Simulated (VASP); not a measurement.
# Ni (Im-3m) in VASP: notebook

The runs below take Ni through single point, with PBE.

Program: VASP 6.6.1. These are calculated values, not measurements. Logs are shortened: lines on timing, memory, paths and dates and some standing lists are left out, and cuts for length are marked.

## Step 1: The cell of the first run

The structure is cubic, space group Im-3m (No. 229). The conventional cell has a = 2.765 Å, b = 2.765 Å, c = 2.765 Å, α = 90.00°, β = 90.00°, γ = 90.00°. Ni (site symmetry m-3m) has 14 Ni at 2.39 to 2.77 Å within 3.2 Å.

## Step 2: Single point, PBE, collinear spin, ferromagnetic start

Contents of INCAR:

```
SYSTEM = Ni
PREC = Accurate
ENCUT = 520
EDIFF = 1E-6
ISMEAR = 0
SIGMA = 0.1
LREAL = .FALSE.
LASPH = .TRUE.
NELM = 150
ALGO = Normal
ISIF = 2
LWAVE = .FALSE.
LCHARG = .FALSE.
ISPIN = 2
MAGMOM = 2
LORBIT = 11
LMAXMIX = 4
GGA = PE
NBANDS = 15
```

Contents of KPOINTS:

```
regular mesh
0
G
  17 17 17
  0 0 0
```

Contents of POSCAR:

```
Ni
1.0
   -1.3825882692      1.3825882692      1.3825882692
    1.3825882692     -1.3825882692      1.3825882692
    1.3825882692      1.3825882692     -1.3825882692
Ni
1
Direct
    0.0000000000      0.0000000000      0.0000000000
```

Potentials or basis: VASP PAW PBE potentials, release 64 (Ni).

Command:

```
cat potpaw_PBE.64/Ni/POTCAR > POTCAR
mpirun -np 1 vasp_std > vasp.out
```

OUTCAR:

```text
SYSTEM = Ni
   PREC = Accurate
   ENCUT = 520
   EDIFF = 1E-6
   ISMEAR = 0
   LREAL = .FALSE.
   LASPH = .TRUE.
   NELM = 150
   ISIF = 2
   ISPIN = 2
   LORBIT = 11
   GGA = PE

 ion  position               nearest neighbor table
   1  0.000  0.000  0.000-

  LATTYP: Found a body centered cubic cell.
 ALAT       =     2.7651765384

  Lattice vectors:

 A1 = (  -1.3825882692,   1.3825882692,   1.3825882692)
 A2 = (   1.3825882692,  -1.3825882692,   1.3825882692)
 A3 = (   1.3825882692,   1.3825882692,  -1.3825882692)

Analysis of symmetry for initial positions (statically):
=====================================================================
 Subroutine PRICEL returns:
 Original cell was already a primitive cell.

 Routine SETGRP: Setting up the symmetry group for a
 body centered cubic supercell.

 Subroutine GETGRP returns: Found 48 space group operations
 (whereof 48 operations were pure point group operations)
 out of a pool of 48 trial point group operations.

The static configuration has the point symmetry O_h .

Analysis of symmetry for dynamics (positions and initial velocities):
=====================================================================
 Subroutine PRICEL returns:
 Original cell was already a primitive cell.

 Routine SETGRP: Setting up the symmetry group for a
 body centered cubic supercell.

 Subroutine GETGRP returns: Found 48 space group operations
 (whereof 48 operations were pure point group operations)
 out of a pool of 48 trial point group operations.

The dynamic configuration has the point symmetry O_h .

Analysis of structural, dynamic, and magnetic symmetry:
=====================================================================
 Subroutine PRICEL returns:
 Original cell was already a primitive cell.

 Routine SETGRP: Setting up the symmetry group for a
 body centered cubic supercell.

 Subroutine GETGRP returns: Found 48 space group operations
 (whereof 48 operations were pure point group operations)
 out of a pool of 48 trial point group operations.

The overall configuration has the point symmetry O_h .

 Subroutine INISYM returns: Found 48 space group operations
 (whereof 48 operations are pure point group operations),
 and found     1 'primitive' translations

----------------------------------------------------------------------------------------

                                     Primitive cell

  volume of cell :      10.5715

  direct lattice vectors                    reciprocal lattice vectors
    -1.382588269  1.382588269  1.382588269     0.000000000  0.361640563  0.361640563
     1.382588269 -1.382588269  1.382588269     0.361640563  0.000000000  0.361640563
     1.382588269  1.382588269 -1.382588269     0.361640563  0.361640563  0.000000000

  length of vectors
[... 117 lines left out ...]
   NGX =  9   NGY =  9   NGZ =  9

 number of electron      10.0000005 magnetization       0.5147074

 Free energy of the ion-electron system (eV)
  ---------------------------------------------------
  ext. energy  EPLUGINS =         0.00000000
  ---------------------------------------------------
  free energy    TOTEN  =        -5.36990836 eV

  energy without entropy =       -5.36306149  energy(sigma->0) =       -5.36648493

 E-fermi :   9.6601     XC(G=0): -13.4198

 val. band max:        9.6593934619   @ k =  -0.2941   0.4118   0.1176
 cond. band min:       9.6627564366   @ k =  -0.4118   0.4118   0.0588
 fundamental gap:      0.0033629747
 Fermi energy:         9.6600644689

 spin component 1

 k-point     1 :       0.0000    0.0000    0.0000
  band No.  band energies     occupation
      1       0.5743      1.00000
      2       7.3165      1.00000
      3       7.3165      1.00000
      4       7.3165      1.00000
      5       8.8006      1.00000
      6       8.8006      1.00000
      7      36.4149      0.00000
      8      36.4149      0.00000
      9      36.4149      0.00000
     10      41.5164      0.00000
     11      41.5164      0.00000
     12      42.7897      0.00000
     13      42.7897      0.00000
     14      42.7897      0.00000
[... 403 lines left out ...]
      4       8.4704      1.00000
      5       8.9036      1.00000
      6       9.2088      1.00000
      7      25.2158      0.00000
      8      26.0409      0.00000
      9      31.7948      0.00000
     10      36.7587      0.00000
     11      40.1503      0.00000
     12      43.7591      0.00000
     13      46.9573      0.00000
     14      50.0353      0.00000
     15      52.2472      0.00000

 [... further k-points ...]

 spin component 2

 k-point     1 :       0.0000    0.0000    0.0000
  band No.  band energies     occupation
      1       0.5614      1.00000
      2       7.9579      1.00000
      3       7.9579      1.00000
      4       7.9579      1.00000
      5       9.2285      1.00000
      6       9.2285      1.00000
      7      36.3226      0.00000
      8      36.3226      0.00000
      9      36.3226      0.00000
     10      41.4424      0.00000
     11      41.4424      0.00000
     12      42.9559      0.00000
     13      42.9559      0.00000
     14      42.9559      0.00000
[... 403 lines left out ...]
      4       8.9483      1.00000
      5       9.4054      0.99984
      6       9.8001      0.02381
      7      25.3135      0.00000
      8      26.1493      0.00000
      9      31.8724      0.00000
     10      36.7434      0.00000
     11      40.2008      0.00000
     12      43.7913      0.00000
     13      47.0464      0.00000
     14      50.0326      0.00000
     15      52.3470      0.00000

 [... further k-points ...]
[... 5 lines left out ...]
  --------------------------------------------------------------------------------------
  -------------------------------------------------------------------------------------
  Total        0.5183928      0.5183928      0.5183928      0.0000000     -0.0000000      0.0000000
  in kB       78.5653310     78.5653310     78.5653310      0.0000000     -0.0000000      0.0000000
  external PRESSURE =      78.5653310 kB  Pullay stress =       0.0000000 kB

 VOLUME and BASIS-vectors are now :
 -----------------------------------------------------------------------------
  energy-cutoff  :      520.00
  volume of cell :       10.57
      direct lattice vectors                 reciprocal lattice vectors
    -1.382588269  1.382588269  1.382588269     0.000000000  0.361640563  0.361640563
     1.382588269 -1.382588269  1.382588269     0.361640563  0.000000000  0.361640563
     1.382588269  1.382588269 -1.382588269     0.361640563  0.361640563  0.000000000

 POSITION                                       TOTAL-FORCE (eV/Angst)
 -----------------------------------------------------------------------------------
      0.00000      0.00000      0.00000         0.000000      0.000000      0.000000
 -----------------------------------------------------------------------------------
    total drift:                                0.000000      0.000000      0.000000

  FREE ENERGIE OF THE ION-ELECTRON SYSTEM (eV)
  ---------------------------------------------------
  free  energy   TOTEN  =        -5.3699083624 eV

  energy  without entropy=       -5.3630614895  energy(sigma->0) =       -5.36648493

 total charge

# of ion       s       p       d       tot
------------------------------------------
    1        0.503   0.513   8.351   9.367

 magnetization (x)

# of ion       s       p       d       tot
------------------------------------------
    1       -0.005  -0.016   0.541   0.520
```

stdout:

```text
POSCAR found type information on POSCAR Ni
 POSCAR found :  1 types and       1 ions
 scaLAPACK will be used
 LDA part: xc-table for (Slater+PW92), standard interpolation
 POSCAR, INCAR and KPOINTS ok, starting setup
 FFT: planning ... GRIDC
 FFT: planning ... GRID_SOFT
 FFT: planning ... GRID
 WAVECAR not read
 entering main loop
```

Run time: 20 s. Hardware: 1 thread of Intel Xeon 6975P-C (Granite Rapids), shared host; peak memory 0.15 GiB.

What came out:

```
Free energy                                           : -5.3699 eV
Pressure                                              : 7.9 GPa
Net moment                                            : 0.51 μB per cell
Site moments                                          : Ni +0.52 μB
Valence electrons inside the program's atomic spheres : Ni 9.37
```

Levels at points of the mesh, in eV from the Fermi level:
Spin up:
| k point | band 2 | band 3 | band 4 | band 5 | band 6 | band 7 | band 8 | band 9 |
| --- | --- | --- | --- | --- | --- | --- | --- | --- |
| (0.00, 0.00, 0.00) | -2.34 | -2.34 | -2.34 | -0.86 | -0.86 | 26.75 | 26.75 | 26.75 |
Spin down:
```csv
k point,band 1,band 2,band 3,band 4,band 5,band 6,band 7,band 8,band 9,band 10
"(0.00, 0.00, 0.00)",-9.10,-1.70,-1.70,-1.70,-0.43,-0.43,26.66,26.66,26.66,31.78
```

## Step 3: Single point, PBE, collinear spin, ferromagnetic start

This run uses another cell than the first one, of 10.67 Å³/atom, 1.009 times its volume.

Contents of INCAR:

```
SYSTEM = Ni
PREC = Accurate ; ENCUT = 520
EDIFF = 1E-6 ; ISMEAR = 0
SIGMA = 0.1 ; LREAL = .FALSE.
LASPH = .TRUE. ; NELM = 150
ALGO = Normal ; ISIF = 2
LWAVE = .FALSE. ; LCHARG = .FALSE.
ISPIN = 2 ; MAGMOM = 2
LORBIT = 11 ; LMAXMIX = 4
GGA = PE ; NBANDS = 15
```

KPOINTS is that of step 2.

Contents of POSCAR:

```
Ni
1.0
   -1.3867060149      1.3867060149      1.3867060149
    1.3867060149     -1.3867060149      1.3867060149
    1.3867060149      1.3867060149     -1.3867060149
Ni
1
Direct
    0.0000000000      0.0000000000      0.0000000000
```

Potentials or basis: VASP PAW PBE potentials, release 64 (Ni).

Command:

```
cat potpaw_PBE.64/Ni/POTCAR > POTCAR
mpirun -np 1 vasp_std > vasp.out
```

OUTCAR:

```text
SYSTEM = Ni
   PREC = Accurate
   ENCUT = 520
   EDIFF = 1E-6
   ISMEAR = 0
   LREAL = .FALSE.
   LASPH = .TRUE.
   NELM = 150
   ISIF = 2
   ISPIN = 2
   LORBIT = 11
   GGA = PE

 ion  position               nearest neighbor table
   1  0.000  0.000  0.000-

  LATTYP: Found a body centered cubic cell.
 ALAT       =     2.7734120298

  Lattice vectors:

 A1 = (  -1.3867060149,   1.3867060149,   1.3867060149)
 A2 = (   1.3867060149,  -1.3867060149,   1.3867060149)
 A3 = (   1.3867060149,   1.3867060149,  -1.3867060149)
[... 1072 lines left out ...]
  -------------------------------------------------------------------------------------
  Total        0.3921075      0.3921075      0.3921075      0.0000000      0.0000000     -0.0000000
  in kB       58.8982635     58.8982635     58.8982635      0.0000000      0.0000000     -0.0000000
  external PRESSURE =      58.8982635 kB  Pullay stress =       0.0000000 kB

 VOLUME and BASIS-vectors are now :
 -----------------------------------------------------------------------------
  energy-cutoff  :      520.00
  volume of cell :       10.67
      direct lattice vectors                 reciprocal lattice vectors
    -1.386706015  1.386706015  1.386706015     0.000000000  0.360566692  0.360566692
     1.386706015 -1.386706015  1.386706015     0.360566692  0.000000000  0.360566692
     1.386706015  1.386706015 -1.386706015     0.360566692  0.360566692  0.000000000

 POSITION                                       TOTAL-FORCE (eV/Angst)
 -----------------------------------------------------------------------------------
      0.00000      0.00000      0.00000        -0.000000     -0.000000      0.000000
 -----------------------------------------------------------------------------------
    total drift:                                0.000000     -0.000000      0.000000

  FREE ENERGIE OF THE ION-ELECTRON SYSTEM (eV)
  ---------------------------------------------------
  free  energy   TOTEN  =        -5.3739231250 eV

  energy  without entropy=       -5.3670551404  energy(sigma->0) =       -5.37048913

 total charge

# of ion       s       p       d       tot
------------------------------------------
    1        0.499   0.505   8.346   9.351

 magnetization (x)

# of ion       s       p       d       tot
------------------------------------------
    1       -0.005  -0.016   0.548   0.527
```

stdout:

```text
POSCAR found type information on POSCAR Ni
 POSCAR found :  1 types and       1 ions
 scaLAPACK will be used
 LDA part: xc-table for (Slater+PW92), standard interpolation
 POSCAR, INCAR and KPOINTS ok, starting setup
 FFT: planning ... GRIDC
 FFT: planning ... GRID_SOFT
 FFT: planning ... GRID
 WAVECAR not read
 entering main loop
```

It took 20 s on 1 thread of Intel Xeon 6975P-C (Granite Rapids), shared host; peak memory 0.15 GiB.

Results:

| Property | Result |
| --- | --- |
| Free energy | -5.3739 eV |
| Pressure | 5.9 GPa |
| Net moment | 0.52 μB per cell |
| Site moments | Ni +0.53 μB |
| Valence electrons inside the program's atomic spheres | Ni 9.35 |

## Step 4: Single point, PBE, collinear spin, ferromagnetic start

This run uses another cell than the first one, of 10.76 Å³/atom, 1.018 times its volume.

Contents of INCAR:

```
ALGO     = Normal         # electronic algorithm
EDIFF    = 1E-6           # SCF threshold, eV
ENCUT    = 520            # plane-wave cutoff, eV
GGA      = PE             # functional
ISIF     = 2              # what is computed and relaxed
ISMEAR   = 0              # smearing method
ISPIN    = 2              # spin polarisation
LASPH    = True           # aspherical terms in the spheres
LCHARG   = False          # write CHGCAR
LMAXMIX  = 4              # l up to which the mixer works
LORBIT   = 11             # projections on sites
LREAL    = False          # projectors in reciprocal space
LWAVE    = False          # write WAVECAR
MAGMOM   = 2              # initial moments
NBANDS   = 15             # bands
NELM     = 150            # most SCF steps
PREC     = Accurate       # precision mode
SIGMA    = 0.1            # smearing width, eV
```

Contents of KPOINTS:

```
k-points
0
Gamma
  17 17 17
```

Contents of POSCAR:

```
Ni
1.0
   -1.3909434473      1.3909434473      1.3909434473
    1.3909434473     -1.3909434473      1.3909434473
    1.3909434473      1.3909434473     -1.3909434473
Ni
1
Direct
    0.0000000000      0.0000000000      0.0000000000
```

Potentials or basis: VASP PAW PBE potentials, release 64 (Ni).

Command:

```
cat potpaw_PBE.64/Ni/POTCAR > POTCAR
mpirun -np 1 vasp_std > vasp.out
```

OUTCAR:

```text
EDIFF = 1E-6
   ENCUT = 520
   GGA = PE
   ISIF = 2
   ISMEAR = 0
   ISPIN = 2
   LASPH = True
   LORBIT = 11
   LREAL = False
   NELM = 150
   PREC = Accurate

 ion  position               nearest neighbor table
   1  0.000  0.000  0.000-

  LATTYP: Found a body centered cubic cell.
 ALAT       =     2.7818868946

  Lattice vectors:

 A1 = (  -1.3909434473,   1.3909434473,   1.3909434473)
 A2 = (   1.3909434473,  -1.3909434473,   1.3909434473)
[... 1075 lines left out ...]
  -------------------------------------------------------------------------------------
  Total        0.2658591      0.2658591      0.2658591     -0.0000000      0.0000000     -0.0000000
  in kB       39.5706934     39.5706934     39.5706934     -0.0000000      0.0000000     -0.0000000
  external PRESSURE =      39.5706934 kB  Pullay stress =       0.0000000 kB

 VOLUME and BASIS-vectors are now :
 -----------------------------------------------------------------------------
  energy-cutoff  :      520.00
  volume of cell :       10.76
      direct lattice vectors                 reciprocal lattice vectors
    -1.390943447  1.390943447  1.390943447     0.000000000  0.359468245  0.359468245
     1.390943447 -1.390943447  1.390943447     0.359468245  0.000000000  0.359468245
     1.390943447  1.390943447 -1.390943447     0.359468245  0.359468245  0.000000000

 POSITION                                       TOTAL-FORCE (eV/Angst)
 -----------------------------------------------------------------------------------
      0.00000      0.00000      0.00000        -0.000000     -0.000000      0.000000
 -----------------------------------------------------------------------------------
    total drift:                                0.000000      0.000000      0.000000

  FREE ENERGIE OF THE ION-ELECTRON SYSTEM (eV)
  ---------------------------------------------------
  free  energy   TOTEN  =        -5.3768845627 eV

  energy  without entropy=       -5.3699829967  energy(sigma->0) =       -5.37343378

 total charge

# of ion       s       p       d       tot
------------------------------------------
    1        0.496   0.497   8.342   9.334

 magnetization (x)

# of ion       s       p       d       tot
------------------------------------------
    1       -0.005  -0.016   0.555   0.534
```

Wall time 21 s (1 thread of Intel Xeon 6975P-C (Granite Rapids), shared host); peak memory 0.15 GiB.

Results:

- Free energy: -5.3769 eV
- Pressure: 4.0 GPa
- Net moment: 0.53 μB per cell
- Site moments: Ni +0.53 μB
- Valence electrons inside the program's atomic spheres: Ni 9.33

[end of part 1 of 2]
